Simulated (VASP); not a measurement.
# Ni (Fm-3m) in VASP: a series of runs, part 2 of 2

VASP 6.6.1. The steps go on from the part before.

**5. Single point, PBE, collinear spin, ferromagnetic start**

File INCAR:

```
PREC     = Accurate       # precision mode
ENCUT    = 520            # plane-wave cutoff, eV
EDIFF    = 1E-7           # SCF threshold, eV
ISMEAR   = -1             # smearing method
SIGMA    = 0.05           # smearing width, eV
LREAL    = F              # projectors in reciprocal space
LASPH    = T              # aspherical terms in the spheres
NELM     = 150            # most SCF steps
ALGO     = Normal         # electronic algorithm
ISIF     = 2              # what is computed and relaxed
LWAVE    = F              # write WAVECAR
LCHARG   = T              # write CHGCAR
ISPIN    = 2              # spin polarisation
MAGMOM   = 1.7            # initial moments
LORBIT   = 11             # projections on sites
NUPDOWN  = 1.7            # fixed moment
LMAXMIX  = 4              # l up to which the mixer works
GGA      = PE             # functional
LELF     = T              # ELF
LVHAR    = T            
NBANDS   = 15             # bands
```

File KPOINTS:

```
regular mesh
0
Gamma
  15 15 15
```

File POSCAR:

```
Ni
1.0
    0.0000000000      1.7586000000      1.7586000000
    1.7586000000      0.0000000000      1.7586000000
    1.7586000000      1.7586000000      0.0000000000
Ni
1
Direct
    0.0000000000      0.0000000000      0.0000000000
```

Potentials or basis: VASP PAW PBE potentials, release 64 (Ni).

On the command line:

```sh
$ cat potpaw_PBE.64/Ni/POTCAR > POTCAR
$ mpirun -np 1 vasp_std > vasp.out
```

OUTCAR:

```text
PREC = Accurate
   ENCUT = 520
   EDIFF = 1E-7
   ISMEAR = -1
   LREAL = F
   LASPH = T
   NELM = 150
   ISIF = 2
   ISPIN = 2
   LORBIT = 11
   NUPDOWN = 1.7
   GGA = PE

 ion  position               nearest neighbor table
   1  0.000  0.000  0.000-

  LATTYP: Found a face centered cubic cell.
 ALAT       =     3.5172000000

  Lattice vectors:

 A1 = (   0.0000000000,   1.7586000000,   1.7586000000)
 A2 = (   1.7586000000,   0.0000000000,   1.7586000000)
 A3 = (   1.7586000000,   1.7586000000,   0.0000000000)

Analysis of symmetry for initial positions (statically):
[... 25 lines left out ...]
The dynamic configuration has the point symmetry O_h .

Analysis of structural, dynamic, and magnetic symmetry:
=====================================================================
 Subroutine PRICEL returns:
[... 7 lines left out ...]
 out of a pool of 48 trial point group operations.

The overall configuration has the point symmetry O_h .

 Subroutine INISYM returns: Found 48 space group operations
[... 5 lines left out ...]
                                     Primitive cell

  volume of cell :      10.8776

  direct lattice vectors                    reciprocal lattice vectors
     0.000000000  1.758600000  1.758600000    -0.284317070  0.284317070  0.284317070
     1.758600000  0.000000000  1.758600000     0.284317070 -0.284317070  0.284317070
     1.758600000  1.758600000  0.000000000     0.284317070  0.284317070 -0.284317070

  length of vectors
     2.487035971  2.487035971  2.487035971     0.492451611  0.492451611  0.492451611

  position of ions in fractional coordinates (direct lattice)
     0.000000000  0.000000000  0.000000000

  ion indices of the primitive-cell ions
   primitive index   ion index
                 1           1

----------------------------------------------------------------------------------------

 KPOINTS: regular mesh

Automatic generation of k-mesh.
 Grid dimensions read from file:
 generate k-points for:   15   15   15

 Generating k-lattice:

  Cartesian coordinates                     Fractional coordinates (reciprocal lattice)
    -0.018954471  0.018954471  0.018954471     0.066666667  0.000000000  0.000000000
     0.018954471 -0.018954471  0.018954471     0.000000000  0.066666667  0.000000000
[... 116 lines left out ...]
      1       0.0423      1.00000
      2       5.9344      1.00000
      3       5.9344      1.00000
      4       5.9344      1.00000
      5       7.0071      1.00000
      6       7.0071      1.00000
      7      32.7979      0.00000
      8      36.6377      0.00000
      9      36.6377      0.00000
     10      36.6377      0.00000
     11      39.4044      0.00000
     12      39.4044      0.00000
     13      39.4044      0.00000
     14      42.5914      0.00000
[... 403 lines left out ...]
      4       6.2986      1.00000
      5       6.7043      1.00000
      6       7.1731      1.00000
      7      28.6181      0.00000
      8      31.2170      0.00000
      9      31.6995      0.00000
     10      34.0008      0.00000
     11      38.3317      0.00000
     12      42.9026      0.00000
     13      44.6762      0.00000
     14      45.2671      0.00000
     15      49.9698      0.00000

 [... further k-points ...]

 spin component 2

 k-point     1 :       0.0000    0.0000    0.0000
  band No.  band energies     occupation
      1       0.6498      1.00000
      2       7.5148      1.00000
      3       7.5148      1.00000
      4       7.5148      1.00000
      5       8.5099      0.99155
      6       8.5100      0.99155
      7      33.3381      0.00000
      8      37.2658      0.00000
      9      37.2658      0.00000
     10      37.2658      0.00000
     11      40.2018      0.00000
     12      40.2018      0.00000
     13      40.2018      0.00000
     14      43.2003      0.00000
[... 403 lines left out ...]
      4       7.8935      1.00000
      5       8.1907      0.99999
      6       8.6918      0.75552
      7      29.3805      0.00000
      8      31.9576      0.00000
      9      32.3775      0.00000
     10      34.6653      0.00000
     11      39.1529      0.00000
     12      43.5622      0.00000
     13      45.2771      0.00000
     14      45.8899      0.00000
     15      50.7721      0.00000

 [... further k-points ...]
[... 5 lines left out ...]
  --------------------------------------------------------------------------------------
  -------------------------------------------------------------------------------------
  Total        1.1425624      1.1425624      1.1425624     -0.0000000     -0.0000000      0.0000000
  in kB      168.2903931    168.2903931    168.2903931     -0.0000000     -0.0000000      0.0000000
  external PRESSURE =     168.2903931 kB  Pullay stress =       0.0000000 kB

 VOLUME and BASIS-vectors are now :
 -----------------------------------------------------------------------------
  energy-cutoff  :      520.00
  volume of cell :       10.88
      direct lattice vectors                 reciprocal lattice vectors
     0.000000000  1.758600000  1.758600000    -0.284317070  0.284317070  0.284317070
     1.758600000  0.000000000  1.758600000     0.284317070 -0.284317070  0.284317070
     1.758600000  1.758600000  0.000000000     0.284317070  0.284317070 -0.284317070

 POSITION                                       TOTAL-FORCE (eV/Angst)
 -----------------------------------------------------------------------------------
      0.00000      0.00000      0.00000         0.000000      0.000000      0.000000
 -----------------------------------------------------------------------------------
    total drift:                                0.000000     -0.000000     -0.000000

  FREE ENERGIE OF THE ION-ELECTRON SYSTEM (eV)
  ---------------------------------------------------
  free  energy   TOTEN  =        -4.4942109403 eV

  energy  without entropy=       -4.4846037934  energy(sigma->0) =       -4.48940737

 total charge

# of ion       s       p       d       tot
------------------------------------------
    1        0.532   0.618   8.112   9.261

 magnetization (x)

# of ion       s       p       d       tot
------------------------------------------
    1        0.050   0.157   1.410   1.616
```

OSZICAR:

```text
N       E                     dE             d eps       ncg     rms          rms(c)
DAV:   1     0.341426386363E+02    0.34143E+02   -0.42350E+03  7756   0.857E+02
DAV:   2    -0.461793781213E+01   -0.38761E+02   -0.35934E+02  8222   0.164E+02
DAV:   3    -0.598264110581E+01   -0.13647E+01   -0.13560E+01  8775   0.304E+01
DAV:   4    -0.599077184901E+01   -0.81307E-02   -0.81294E-02  8923   0.222E+00
DAV:   5    -0.599087108560E+01   -0.99237E-04   -0.99236E-04  8882   0.221E-01    0.122E+01
DAV:   6    -0.469394370966E+01    0.12969E+01   -0.13204E+01 10420   0.464E+01    0.714E+00
DAV:   7    -0.451615749716E+01    0.17779E+00   -0.10485E+00  8771   0.126E+01    0.317E+00
DAV:   8    -0.450208883477E+01    0.14069E-01   -0.10015E-02  9314   0.806E-01    0.172E+00
DAV:   9    -0.449500945791E+01    0.70794E-02   -0.27787E-03 10955   0.440E-01    0.310E-01
DAV:  10    -0.449425738486E+01    0.75207E-03   -0.16439E-03 11513   0.328E-01    0.491E-02
DAV:  11    -0.449421064436E+01    0.46741E-04   -0.98562E-05 12029   0.573E-02    0.404E-02
DAV:  12    -0.449421197999E+01   -0.13356E-05   -0.34601E-06  9063   0.188E-02    0.946E-03
DAV:  13    -0.449421107760E+01    0.90239E-06   -0.75359E-07 10190   0.776E-03    0.141E-03
DAV:  14    -0.449421096506E+01    0.11254E-06   -0.21598E-08  6561   0.125E-03    0.478E-04
DAV:  15    -0.449421094030E+01    0.24764E-07   -0.84241E-09  5210   0.719E-04
   1 F= -.44942109E+01 E0= -.44894074E+01  d E =-.960715E-02  mag=     1.7000
```

stdout:

```text
POSCAR found type information on POSCAR Ni
 POSCAR found :  1 types and       1 ions
 scaLAPACK will be used
 LDA part: xc-table for (Slater+PW92), standard interpolation
 POSCAR, INCAR and KPOINTS ok, starting setup
 FFT: planning ... GRIDC
 FFT: planning ... GRID_SOFT
 FFT: planning ... GRID
 WAVECAR not read
 entering main loop
```

It took 19 s on 1 thread of Intel Xeon 6975P-C (Granite Rapids), shared host; peak memory 0.15 GiB.

What came out:

```yaml
Free_energy: -4.4942 eV
Pressure: 16.8 GPa
Net_moment: 1.70 μB per cell
Site_moments: Ni +1.62 μB
Valence_electrons_inside_the_program's_atomic_spheres: Ni 9.26
```

Caveat: the total moment is fixed, so each spin has its own Fermi level.

**6. Single point, PBE, collinear spin, ferromagnetic start**

File INCAR:

```
PREC     = Accurate       # precision mode
ENCUT    = 520            # plane-wave cutoff, eV
EDIFF    = 1E-6           # SCF threshold, eV
ISMEAR   = -1             # smearing method
SIGMA    = 0.05           # smearing width, eV
LREAL    = False          # projectors in reciprocal space
LASPH    = True           # aspherical terms in the spheres
NELM     = 150            # most SCF steps
ALGO     = Normal         # electronic algorithm
ISIF     = 2              # what is computed and relaxed
LWAVE    = False          # write WAVECAR
LCHARG   = False          # write CHGCAR
ISPIN    = 2              # spin polarisation
MAGMOM   = 0.2            # initial moments
LORBIT   = 11             # projections on sites
LMAXMIX  = 4              # l up to which the mixer works
GGA      = PE             # functional
NBANDS   = 15             # bands
```

File KPOINTS:

```
Automatic mesh
0
Gamma
  15 15 15
```

POSCAR is that of step 5.

Potentials or basis: VASP PAW PBE potentials, release 64 (Ni).

On the command line:

```sh
$ cat potpaw_PBE.64/Ni/POTCAR > POTCAR
$ mpirun -np 1 vasp_std > vasp.out
```

Run time: 17 s. Hardware: 1 thread of Intel Xeon 6975P-C (Granite Rapids), shared host; peak memory 0.14 GiB.

It converged, with:

| Item | Value |
| --- | --- |
| Free energy | -5.4787 eV |
| Pressure | 0.3 GPa |
| Net moment | 0.64 μB per cell |
| Site moments | Ni +0.66 μB |
| Valence electrons inside the program's atomic spheres | Ni 9.31 |

Levels at points of the mesh, in eV from the Fermi level:
Spin up:
| k point | band 1 | band 2 | band 3 | band 4 | band 5 | band 6 | band 7 | band 8 | band 9 | band 10 |
| --- | --- | --- | --- | --- | --- | --- | --- | --- | --- | --- |
| (0.00, 0.00, 0.00) | -9.01 | -2.45 | -2.45 | -2.45 | -1.27 | -1.27 | 23.73 | 27.59 | 27.59 | 27.59 |
Spin down:
```tsv
k point	band 3	band 4	band 5	band 6	band 7	band 8
(0.00, 0.00, 0.00)	-1.67	-1.67	-0.67	-0.67	23.56	27.57
```

**7. Overview**

| fixed moment (μB) | pressure (GPa) | moment (μB) |
| --- | --- | --- |
| 0.24 | -0.8 | 0.24 |
| 0.73 | 0.9 | 0.73 |
| 1.21 | 6.5 | 1.21 |
| 1.7 | 16.8 | 1.70 |
| - | 0.3 | 0.64 |

Alike in all rows: task single point; level PBE; potentials or basis VASP PAW PBE potentials, release 64 (Ni); spin collinear, ferromagnetic start; cell as given; k mesh 15 × 15 × 15; cutoff (eV) 520; smearing fermi-dirac 0.05 eV.

Caveats: the total moment is fixed, so each spin has its own Fermi level (some runs).

Absolute energies hang on the potentials; compare differences alone.
